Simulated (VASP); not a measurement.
Here is a VASP 6.6.1 calculation.

File INCAR:

```
ALGO = Normal
EDIFF = 1E-6
ENCUT = 500
GGA = PE
GGA_COMPAT = False
ISIF = 2
ISMEAR = 1
LASPH = True
LCHARG = False
LREAL = False
LWAVE = False
NBANDS = 12
NELM = 120
PREC = Accurate
SIGMA = 0.2
```

The input KPOINTS:

```
k-points
0
Gamma
  8 8 8
```

Contents of POSCAR:

```
NaB
1.0
    0.0000000000      2.6838690000      2.6838690000
    2.6838690000      0.0000000000      2.6838690000
    2.6838690000      2.6838690000      0.0000000000
Na B
1 1
Direct
    0.0000000000      0.0000000000      0.0000000000
    0.5000000000      0.5000000000      0.5000000000
```

Potentials or basis: VASP PAW PBE potentials, release 64 (Na_pv, B).

Run with:

```sh
$ cat potpaw_PBE.64/Na_pv/POTCAR potpaw_PBE.64/B/POTCAR > POTCAR
$ mpirun -np 1 vasp_std > vasp.out
```

(1) What does it give for the pressure?

(2) Estimate the band gap on the k mesh.

## Answers

(1) 0.1 GPa.

(2) zero (bands 5 and 6 overlap by 2.90 eV).
